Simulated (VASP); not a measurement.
# AlGa3N4 (Pm) in VASP: further runs, part 2 of 2

VASP 6.6.1.

## (3) Single point, PBEsol (strain -0.030 along x and y, +0.030 along z)

Contents of INCAR:

```
PREC = Accurate ; ENCUT = 520
EDIFF = 1E-6 ; ISMEAR = 0
SIGMA = 0.05 ; LREAL = F
LASPH = T ; NELM = 60
ALGO = Normal ; ISIF = 2
LWAVE = F ; LCHARG = F
GGA = PS ; NBANDS = 41
```

Contents of KPOINTS:

```
regular mesh
0
Gamma
  6 8 6
```

Contents of POSCAR:

```
AlGa3N4
1.0
    4.9880806634      0.0000000000      0.0001251478
    0.0000000000      3.0700352566      0.0000000000
   -0.0034781191      0.0000000000      5.6428489618
Al Ga N
1 3 4
Direct
    0.0006034227      0.5000000000      0.6673576245
    0.4991167030      0.5000000000      0.3349195796
    0.4990273845      0.0000000000      0.8315570005
    0.9998617813      0.0000000000      0.1661805284
    0.1196687538      0.5000000000      0.3400974154
    0.1176459792      0.0000000000      0.8263760592
    0.6204436392      0.0000000000      0.1662162869
    0.6312323464      0.5000000000      0.6672965055
```

Potentials or basis: VASP PAW PBE potentials, release 64 (Al, Ga_d, N).

Run with:

```
> cat potpaw_PBE.64/Al/POTCAR potpaw_PBE.64/Ga_d/POTCAR potpaw_PBE.64/N/POTCAR > POTCAR
> mpirun -np 1 vasp_std > vasp.out
```

OUTCAR:

```text
PREC = Accurate
   ENCUT = 520
   EDIFF = 1E-6
   ISMEAR = 0
   LREAL = F
   LASPH = T
   NELM = 60
   ISIF = 2
   GGA = PS

 ion  position               nearest neighbor table
   1  0.001  0.500  0.667-   8 1.84   6 1.87   6 1.87   5 1.94   3 3.06   3 3.06   3 3.08   3 3.08
                             2 3.12   2 3.13
   2  0.499  0.500  0.335-   5 1.89   7 1.91   7 1.91   8 1.99   1 3.12   1 3.13
   3  0.499  0.000  0.832-   6 1.90   8 1.91   8 1.91   7 1.98   1 3.06   1 3.06   1 3.08   1 3.08

   4  1.000  0.000  0.166-   7 1.89   5 1.92   5 1.92   6 2.01
   5  0.120  0.500  0.340-   2 1.89   4 1.92   4 1.92   1 1.94
   6  0.118  0.000  0.826-   1 1.87   1 1.87   3 1.90   4 2.01
   7  0.620  0.000  0.166-   4 1.89   2 1.91   2 1.91   3 1.98
   8  0.631  0.500  0.667-   1 1.84   3 1.91   3 1.91   2 1.99

  LATTYP: Found a simple monoclinic cell.
 ALAT       =     4.9880806650
 B/A-ratio  =     0.6154742601
 C/A-ratio  =     1.1312667963
 COS(beta)  =    -0.0005912869

  Lattice vectors:

 A1 = (   4.9880806634,   0.0000000000,   0.0001251478)
 A2 = (   0.0000000000,   3.0700352566,   0.0000000000)
 A3 = (  -0.0034781191,   0.0000000000,   5.6428489618)
[... 187 lines left out ...]

 E-fermi :   6.1300     XC(G=0): -11.8950

 val. band max:        5.8953049713   @ k =   0.0000   0.0000   0.0000
 cond. band min:       8.3504531013   @ k =   0.0000   0.0000   0.0000
 fundamental gap:      2.4551481301
 Fermi energy:         6.1299819388

 k-point     1 :       0.0000    0.0000    0.0000
  band No.  band energies     occupation
      1     -10.3275      2.00000
      2      -9.2781      2.00000
      3      -9.1120      2.00000
      4      -8.7430      2.00000
      5      -7.5124      2.00000
      6      -7.4733      2.00000
[... 1045 lines left out ...]
     40      15.8665      0.00000
     41      16.2053      0.00000

 [... further k-points ...]
[... 5 lines left out ...]
  --------------------------------------------------------------------------------------
  -------------------------------------------------------------------------------------
  Total        8.2191105      6.7981536     -3.7945707      0.0000000      0.0000000     -0.0327272
  in kB      152.3912866    126.0451939    -70.3554853      0.0000000      0.0000000     -0.6067974
  external PRESSURE =      69.3603317 kB  Pullay stress =       0.0000000 kB

 VOLUME and BASIS-vectors are now :
 -----------------------------------------------------------------------------
  energy-cutoff  :      520.00
  volume of cell :       86.41
      direct lattice vectors                 reciprocal lattice vectors
     4.988080663  0.000000000  0.000125148     0.200477910  0.000000000  0.000123570
     0.000000000  3.070035257  0.000000000     0.000000000  0.325729158  0.000000000
    -0.003478119  0.000000000  5.642848962    -0.000004446  0.000000000  0.177215444

 POSITION                                       TOTAL-FORCE (eV/Angst)
 -----------------------------------------------------------------------------------
      0.00069      1.53502      3.76580         0.414671      0.000000     -0.456441
      2.48847      1.53502      1.88996         0.386780      0.000000      0.478797
      2.48630      0.00000      4.69241         0.338682      0.000000      0.487444
      4.98681      0.00000      0.93786         0.355971      0.000000     -0.460123
      0.59573      1.53502      1.91913        -0.405263      0.000000      0.564280
      0.58395      0.00000      4.66313        -0.312429      0.000000      0.530823
      3.09424      0.00000      0.93801        -0.355793      0.000000     -0.596805
      3.14632      1.53502      3.76553        -0.422618      0.000000     -0.547975
 -----------------------------------------------------------------------------------
    total drift:                                0.000303      0.000000      0.000207

  FREE ENERGIE OF THE ION-ELECTRON SYSTEM (eV)
  ---------------------------------------------------
  free  energy   TOTEN  =       -54.7444238462 eV

  energy  without entropy=      -54.7444238462  energy(sigma->0) =      -54.74442385
```

OSZICAR:

```text
N       E                     dE             d eps       ncg     rms          rms(c)
DAV:   1     0.634188723703E+03    0.63419E+03   -0.27993E+04  9250   0.262E+03
DAV:   2     0.541894402355E+02   -0.58000E+03   -0.54059E+03  8632   0.645E+02
DAV:   3    -0.550470746471E+02   -0.10924E+03   -0.10603E+03  9292   0.196E+02
DAV:   4    -0.626808915723E+02   -0.76338E+01   -0.75580E+01 11143   0.553E+01
DAV:   5    -0.628921215228E+02   -0.21123E+00   -0.21089E+00  9958   0.896E+00    0.154E+01
DAV:   6    -0.546157936624E+02    0.82763E+01   -0.22585E+01 15166   0.599E+01    0.459E+00
DAV:   7    -0.548395240978E+02   -0.22373E+00   -0.43013E+00  9731   0.115E+01    0.396E+00
DAV:   8    -0.547802503233E+02    0.59274E-01   -0.53549E-01 12473   0.974E+00    0.107E+00
DAV:   9    -0.547431660636E+02    0.37084E-01   -0.14875E-01 13864   0.662E+00    0.412E-01
DAV:  10    -0.547442740560E+02   -0.11080E-02   -0.17968E-02  9762   0.105E+00    0.187E-01
DAV:  11    -0.547443837240E+02   -0.10967E-03   -0.14444E-03 12629   0.881E-01    0.491E-02
DAV:  12    -0.547444083441E+02   -0.24620E-04   -0.30625E-04 12647   0.414E-01    0.192E-02
DAV:  13    -0.547444228526E+02   -0.14508E-04   -0.13001E-04 10678   0.778E-02    0.101E-02
DAV:  14    -0.547444238555E+02   -0.10029E-05   -0.38171E-06  9787   0.411E-02    0.557E-03
DAV:  15    -0.547444238462E+02    0.93241E-08   -0.10388E-06  6766   0.272E-02
   1 F= -.54744424E+02 E0= -.54744424E+02  d E =-.265541E-13
```

Run time: 11 min. Hardware: 1 thread of Oxide Virtual Turin-like, shared host; peak memory 0.35 GiB.

Results:

- Free energy: -54.7444 eV
- Pressure: 6.9 GPa
- Largest force: 0.695 eV/Å
- Band gap on the k mesh: 2.46 eV, direct

Forces on the atoms (eV/Å):
```
Al   0.415  0.000 -0.456
Ga   0.387  0.000  0.479
Ga   0.339  0.000  0.487
Ga   0.356  0.000 -0.460
N   -0.405  0.000  0.564
N   -0.312  0.000  0.531
N   -0.356  0.000 -0.597
N   -0.423  0.000 -0.548
```

Stress tensor (GPa, compression positive):
```
15.24  0.00 -0.06
 0.00 12.60  0.00
-0.06  0.00 -7.04
```

Levels at points of the mesh, in eV from the valence-band top:
```tsv
k point	band 27	band 28	band 29	band 30	band 31	band 32	band 33	band 34	band 35	band 36
(0.00, 0.00, 0.00)	-1.20	-0.74	-0.35	-0.14	0.00	2.46	4.37	5.56	6.01	6.68
(0.50, 0.00, 0.00)	-1.66	-1.11	-0.74	-0.74	-0.43	4.43	4.56	4.72	5.06	8.10
(0.00, 0.50, 0.00)	-3.74	-2.26	-2.15	-2.09	-2.02	5.59	5.60	6.93	7.02	7.25
(0.50, 0.50, 0.00)	-3.50	-1.75	-1.49	-1.45	-1.44	5.82	5.90	6.03	6.24	7.57
(0.00, 0.00, 0.50)	-1.84	-0.94	-0.79	-0.53	-0.22	4.77	4.99	6.39	6.57	7.24
(0.50, 0.00, 0.50)	-2.02	-1.55	-1.13	-1.10	-1.05	5.52	5.59	5.69	5.93	7.27
(0.00, 0.50, 0.50)	-3.15	-2.47	-2.35	-1.24	-1.12	4.24	4.72	5.54	5.59	6.17
(0.50, 0.50, 0.50)	-2.19	-2.11	-1.80	-1.70	-1.67	4.16	4.32	4.35	4.77	7.32
```

Caveat: the cell differs from its parent crystal (strain -0.030 along x and y, +0.030 along z); the PAW data sets were made with another functional, which shifts forces and pressure a little.

## (4) Single point, PBEsol (strain -0.030 along x and y, -0.030 along z)

Contents of INCAR:

```
ALGO = Normal
EDIFF = 1E-6
ENCUT = 520
GGA = PS
ISIF = 2
ISMEAR = 0
LASPH = True
LCHARG = True
LELF = True
LREAL = False
LVHAR = True
LWAVE = False
NBANDS = 41
NELM = 100
PREC = Accurate
SIGMA = 0.05
```

Contents of KPOINTS:

```
k-points
0
Gamma
  6 8 6
```

Changes to POSCAR since step 3:

```diff
@@ -2,5 +2,5 @@
 1.0
-    4.9880806634      0.0000000000      0.0001251478
+    4.9880806634      0.0000000000      0.0001178576
     0.0000000000      3.0700352566      0.0000000000
-   -0.0034781191      0.0000000000      5.6428489618
+   -0.0034781191      0.0000000000      5.3141393136
 Al Ga N
```

Potentials or basis: VASP PAW PBE potentials, release 64 (Al, Ga_d, N).

Run with:

```
> cat potpaw_PBE.64/Al/POTCAR potpaw_PBE.64/Ga_d/POTCAR potpaw_PBE.64/N/POTCAR > POTCAR
> mpirun -np 1 vasp_std > vasp.out
```

OUTCAR:

```text
EDIFF = 1E-6
   ENCUT = 520
   GGA = PS
   ISIF = 2
   ISMEAR = 0
   LASPH = True
   LREAL = False
   NELM = 100
   PREC = Accurate

 ion  position               nearest neighbor table
   1  0.001  0.500  0.667-   5 1.84   8 1.84   6 1.85   6 1.85   3 3.05   3 3.05   2 3.05   2 3.06
                             3 3.06   3 3.06   4 3.06   4 3.06   4 3.07   4 3.07
   2  0.499  0.500  0.335-   7 1.88   7 1.88   8 1.88   5 1.89   1 3.05   1 3.06
   3  0.499  0.000  0.832-   7 1.88   8 1.89   8 1.89   6 1.90   1 3.05   1 3.05   1 3.06   1 3.06
[... 1278 lines left out ...]
  Total       10.6423797     10.7616867     10.7122635      0.0000000      0.0000000     -0.0069031
  in kB      209.5267905    211.8757025    210.9026590      0.0000000      0.0000000     -0.1359078
  external PRESSURE =     210.7683840 kB  Pullay stress =       0.0000000 kB

 VOLUME and BASIS-vectors are now :
 -----------------------------------------------------------------------------
  energy-cutoff  :      520.00
  volume of cell :       81.38
      direct lattice vectors                 reciprocal lattice vectors
     4.988080663  0.000000000  0.000117858     0.200477910  0.000000000  0.000131213
     0.000000000  3.070035257  0.000000000     0.000000000  0.325729158  0.000000000
    -0.003478119  0.000000000  5.314139314    -0.000004446  0.000000000  0.188177224

 POSITION                                       TOTAL-FORCE (eV/Angst)
 -----------------------------------------------------------------------------------
      0.00069      1.53502      3.54643         0.031042      0.000000      0.031923
      2.48847      1.53502      1.77987        -0.024736      0.000000      0.029194
      2.48630      0.00000      4.41907        -0.049300      0.000000     -0.030034
      4.98681      0.00000      0.88322         0.002870      0.000000     -0.032539
      0.59573      1.53502      1.80734        -0.000326      0.000000     -0.005535
      0.58395      0.00000      4.39149        -0.001127      0.000000      0.006363
      3.09424      0.00000      0.88337         0.007293      0.000000     -0.012547
      3.14632      1.53502      3.54618         0.034285      0.000000      0.013175
 -----------------------------------------------------------------------------------
    total drift:                               -0.000044      0.000000      0.000381

  FREE ENERGIE OF THE ION-ELECTRON SYSTEM (eV)
  ---------------------------------------------------
  free  energy   TOTEN  =       -54.5526238248 eV

  energy  without entropy=      -54.5526238248  energy(sigma->0) =      -54.55262382
```

OSZICAR:

```text
N       E                     dE             d eps       ncg     rms          rms(c)
DAV:   1     0.636832114479E+03    0.63683E+03   -0.27789E+04  9393   0.268E+03
DAV:   2     0.549801283495E+02   -0.58185E+03   -0.54007E+03  8624   0.651E+02
DAV:   3    -0.555136332034E+02   -0.11049E+03   -0.10733E+03  9326   0.200E+02
DAV:   4    -0.629312376983E+02   -0.74176E+01   -0.73511E+01 10928   0.556E+01
DAV:   5    -0.631448890057E+02   -0.21365E+00   -0.21327E+00 10103   0.924E+00    0.159E+01
DAV:   6    -0.544223736322E+02    0.87225E+01   -0.22252E+01 15510   0.638E+01    0.471E+00
DAV:   7    -0.546496938237E+02   -0.22732E+00   -0.48805E+00  9793   0.123E+01    0.409E+00
DAV:   8    -0.545904412658E+02    0.59253E-01   -0.59153E-01 11670   0.107E+01    0.112E+00
DAV:   9    -0.545512707454E+02    0.39171E-01   -0.15189E-01 14270   0.703E+00    0.395E-01
DAV:  10    -0.545524535781E+02   -0.11828E-02   -0.19590E-02  9934   0.122E+00    0.145E-01
DAV:  11    -0.545525717476E+02   -0.11817E-03   -0.16946E-03 12590   0.866E-01    0.407E-02
DAV:  12    -0.545526101995E+02   -0.38452E-04   -0.33297E-04 11568   0.370E-01    0.167E-02
DAV:  13    -0.545526227319E+02   -0.12532E-04   -0.10716E-04 11511   0.914E-02    0.103E-02
DAV:  14    -0.545526240952E+02   -0.13634E-05   -0.64477E-06 10514   0.685E-02    0.633E-03
DAV:  15    -0.545526238248E+02    0.27039E-06   -0.17309E-06  7010   0.228E-02
   1 F= -.54552624E+02 E0= -.54552624E+02  d E =-.284529E-17
```

stdout:

```text
POSCAR found type information on POSCAR AlGaN
 POSCAR found :  3 types and       8 ions
 scaLAPACK will be used
 -----------------------------------------------------------------------------
|                                                                             |
|                                                                             |
|     You enforced a specific xc type in the INCAR file but a different       |
|     I HOPE YOU KNOW WHAT YOU ARE DOING!                                     |
|                                                                             |
 -----------------------------------------------------------------------------

 LDA part: xc-table for (Slater+PW92), standard interpolation
 POSCAR, INCAR and KPOINTS ok, starting setup
 FFT: planning ... GRIDC
 FFT: planning ... GRID_SOFT
 FFT: planning ... GRID
 WAVECAR not read
 entering main loop
```

Wall time 5.3 min (1 thread of Oxide Virtual Turin-like, shared host); peak memory 0.34 GiB.

Results:

- Free energy: -54.5526 eV
- Pressure: 21.1 GPa
- Largest force: 0.058 eV/Å
- Band gap on the k mesh: 3.01 eV, direct

Forces on the atoms (eV/Å):
```
Al   0.031  0.000  0.032
Ga  -0.025  0.000  0.029
Ga  -0.049  0.000 -0.030
Ga   0.003  0.000 -0.033
N    0.000  0.000 -0.006
N   -0.001  0.000  0.006
N    0.007  0.000 -0.013
N    0.034  0.000  0.013
```

Caveat: the cell differs from its parent crystal (strain -0.030 along x and y, -0.030 along z); the PAW data sets were made with another functional, which shifts forces and pressure a little. A k mesh can miss the band edges.

## (5) Single point, PBEsol (strain -0.030 along x and y, -0.015 along z)

Contents of INCAR:

```
SYSTEM = AlGa3N4
PREC     = Accurate       ! precision mode
ENCUT    = 520            ! plane-wave cutoff, eV
EDIFF    = 1E-6           ! SCF threshold, eV
ISMEAR   = 0              ! smearing method
SIGMA    = 0.05           ! smearing width, eV
LREAL    = .False.        ! projectors in reciprocal space
LASPH    = .True.         ! aspherical terms in the spheres
NELM     = 80             ! most SCF steps
ALGO     = Normal         ! electronic algorithm
ISIF     = 2              ! what is computed and relaxed
LWAVE    = .False.        ! write WAVECAR
LCHARG   = .False.        ! write CHGCAR
GGA      = PS             ! functional
NBANDS   = 41             ! bands
```

Contents of KPOINTS:

```
regular mesh
0
Gamma
  6 8 6
  0 0 0
```

Changes to POSCAR since step 4:

```diff
@@ -2,5 +2,5 @@
 1.0
-    4.9880806634      0.0000000000      0.0001178576
+    4.9880806634      0.0000000000      0.0001196802
     0.0000000000      3.0700352566      0.0000000000
-   -0.0034781191      0.0000000000      5.3141393136
+   -0.0034781191      0.0000000000      5.3963167256
 Al Ga N
```

Run with:

```
> cat potpaw_PBE.64/Al/POTCAR potpaw_PBE.64/Ga_d/POTCAR potpaw_PBE.64/N/POTCAR > POTCAR
> mpirun -np 1 vasp_std > vasp.out
```

Run time: 5.5 min. Hardware: 1 thread of Oxide Virtual Turin-like, shared host; peak memory 0.34 GiB.

It converged, with:

```
Free energy            : -54.6863 eV
Pressure               : 17.0 GPa
Largest force          : 0.245 eV/Å
Band gap on the k mesh : 2.89 eV, direct
```

Forces on the atoms (eV/Å):
```
Al   0.151  0.000 -0.150
Ga   0.105  0.000  0.200
Ga   0.074  0.000  0.162
Ga   0.116  0.000 -0.200
N   -0.128  0.000  0.195
N   -0.101  0.000  0.198
N   -0.108  0.000 -0.220
N   -0.108  0.000 -0.184
```

Stress tensor (GPa, compression positive):
```
19.38  0.00 -0.04
 0.00 18.73  0.00
-0.04  0.00 12.86
```

Levels at points of the mesh, in eV from the valence-band top:
```csv
k point,band 28,band 29,band 30,band 31,band 32,band 33,band 34,band 35
"(0.00, 0.00, 0.00)",-0.90,-0.12,-0.10,0.00,2.89,5.04,5.46,5.99
"(0.50, 0.00, 0.00)",-0.90,-0.76,-0.47,-0.40,4.69,4.83,5.03,5.38
"(0.00, 0.50, 0.00)",-2.31,-2.25,-2.05,-2.01,5.60,5.62,7.46,7.48
"(0.50, 0.50, 0.00)",-1.85,-1.60,-1.55,-1.54,6.02,6.15,6.27,6.49
"(0.00, 0.00, 0.50)",-0.89,-0.68,-0.65,-0.33,5.06,5.21,6.63,6.85
"(0.50, 0.00, 0.50)",-1.70,-1.26,-1.22,-1.16,5.66,5.76,5.85,6.12
"(0.00, 0.50, 0.50)",-2.49,-2.39,-1.14,-1.00,4.86,5.22,5.80,5.98
"(0.50, 0.50, 0.50)",-2.02,-1.90,-1.79,-1.76,4.48,4.58,4.68,5.03
```

Caveat: the cell differs from its parent crystal (strain -0.030 along x and y, -0.015 along z); the PAW data sets were made with another functional, which shifts forces and pressure a little. A k mesh can miss the band edges.

## (6) The runs side by side

```tsv
cell	gap on the mesh (eV)	pressure (GPa)	largest force (eV/Å)
a = 4.988, b = 3.070, c = 5.561 Å, 8 atoms	2.60	10.0	0.58
a = 4.988, b = 3.070, c = 5.643 Å, 8 atoms	2.46	6.9	0.69
a = 4.988, b = 3.070, c = 5.314 Å, 8 atoms	3.01	21.1	0.06
a = 4.988, b = 3.070, c = 5.396 Å, 8 atoms	2.89	17.0	0.25
```

Alike in all rows: task single point; level PBEsol; potentials or basis VASP PAW PBE potentials, release 64 (Al, Ga_d, N); no spin polarisation; k mesh 6 × 8 × 6; cutoff (eV) 520; smearing gaussian 0.05 eV.

Caveats: the PAW data sets were made with another functional, which shifts forces and pressure a little.

Absolute energies hang on the potentials; compare differences alone.
